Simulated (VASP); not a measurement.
Ni:

```
Ni
1.0
     0.00000    1.76194    1.76194
     1.76194    0.00000    1.76194
     1.76194    1.76194    0.00000
Ni
1
Direct
  0.00000 0.00000 0.00000
```

```yaml
Program: VASP 6.6.1
Task: relaxation of volume and atoms at fixed shape
Functional: PBEsol
Dispersion: D3(BJ)
Potentials_or_basis: VASP PAW PBE potentials, release 64 (Ni)
Cutoff: 600 eV
k_mesh: 11 × 11 × 11
Occupations: fermi-dirac, width 0.1 eV
Spin: collinear spin, ferromagnetic start
Starting_moments: "[1.5] μB"
```

At the start: pressure -16.5 GPa; volume 10.94 Å³/atom.

How do energy, volume and symmetry change on relaxing?

Over 4 steps the energy falls by 48.2 meV/atom and the volume is 10.07 Å³/atom (-7.9 %); space group Fm-3m (No. 225, to 0.1 Å) before and after; moment 0.57 μB per cell.

The path:
```csv
step,energy change (eV),largest force (eV/Å),pressure (GPa),volume (Å³)
1,0.0000,0.0000,-16.49,10.94
2,0.0135,0.0000,26.09,9.25
3,-0.0482,0.0000,-0.31,10.09
4,-0.0482,0.0000,0.09,10.07
```

Final structure:
```cif
data_structure
_symmetry_space_group_name_H-M 'P 1'
_symmetry_Int_Tables_number 1
_cell_length_a 2.4243
_cell_length_b 2.4243
_cell_length_c 2.4243
_cell_angle_alpha 60.000
_cell_angle_beta 60.000
_cell_angle_gamma 60.000
_cell_volume 10.07
loop_
_atom_site_label
_atom_site_type_symbol
_atom_site_fract_x
_atom_site_fract_y
_atom_site_fract_z
_atom_site_occupancy
Ni1 Ni 0.00000 0.00000 0.00000 1
```

Caveat: the PAW data sets were made with another functional, which shifts forces and pressure a little.
